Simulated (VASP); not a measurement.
Set up this calculation in VASP 6.6.1, as the native input.

```yaml
Task: single point
Functional: PBE
Potentials_or_basis: VASP PAW PBE potentials, release 64 (Ga_d, N, H)
Cutoff: 520 eV
k_mesh: 1 × 1 × 6
Occupations: gaussian, width 0.05 eV
Spin: no spin polarisation
Dipole_correction: no
Further_INCAR_settings: LREAL = Auto; ALGO = Normal; EDIFF = 1e-06; NBANDS = 82
```

The structure of Ga3H8N3 lies in POSCAR:

```
Ga3H8N3
1.0
   16.4000000000      0.0000000000      0.0000000000
    0.0000000000     15.4000000000      0.0000000000
    0.0000000000      0.0000000000      5.2430304722
Ga N H
6 6 16
Direct
    0.4509385835      0.3491752593      0.9991316875
    0.3528157505      0.5301649481      0.9991316875
    0.5490614165      0.5301649481      0.9991316875
    0.4509385835      0.4698350519      0.4991316875
    0.6471842495      0.4698350519      0.4991316875
    0.5490614165      0.6508247407      0.4991316875
    0.4509385835      0.3491752593      0.3758683125
    0.3528157505      0.5301649481      0.3758683125
    0.5490614165      0.5301649481      0.3758683125
    0.4509385835      0.4698350519      0.8758683125
    0.6471842495      0.4698350519      0.8758683125
    0.5490614165      0.6508247407      0.8758683125
    0.3726334821      0.3010301080      0.9007636443
    0.5292436849      0.3010301080      0.9007636443
    0.2745106491      0.4820197968      0.9007636443
    0.3528157505      0.6264552507      0.9007636443
    0.6471842495      0.3735447493      0.4007636443
    0.7254893509      0.5179802032      0.4007636443
    0.4707563151      0.6989698920      0.4007636443
    0.6273665179      0.6989698920      0.4007636443
    0.4000652055      0.3178962438      0.4397762132
    0.5018119614      0.3178962438      0.4397762132
    0.3019423725      0.4988859326      0.4397762132
    0.3528157505      0.5927229791      0.4397762132
    0.6471842495      0.4072770209      0.9397762132
    0.6980576275      0.5011140674      0.9397762132
    0.4981880386      0.6821037562      0.9397762132
    0.5999347945      0.6821037562      0.9397762132
```

These files were run (other wordings do the same):

INCAR

```
SYSTEM = Ga3H8N3
  PREC = Accurate
  ENCUT = 520
  EDIFF = 1E-6
  ISMEAR = 0
  SIGMA = 0.05
  LREAL = Auto
  LASPH = .TRUE.
  NELM = 80
  ALGO = Normal
  ISIF = 2
  LWAVE = .FALSE.
  LCHARG = .TRUE.
  GGA = PE
  LELF = .TRUE.
  LVHAR = .TRUE.
  NBANDS = 82
```

KPOINTS

```
regular mesh
0
G
  1 1 6
  0 0 0
```

Potentials or basis: VASP PAW PBE potentials, release 64 (Ga_d, N, H).

Launch:

```console
$ cat potpaw_PBE.64/Ga_d/POTCAR potpaw_PBE.64/N/POTCAR potpaw_PBE.64/H/POTCAR > POTCAR
$ mpirun -np 1 vasp_std > vasp.out
```

It gave:

```json
{
  "Largest force": "1.248 eV/Å",
  "Band gap on the k mesh": "4.50 eV (least direct gap 4.60 eV)"
}
```

Wall time 21 min on 1 thread of Oxide Virtual Turin-like Processor, on a shared host, peak memory 1.2 GiB.
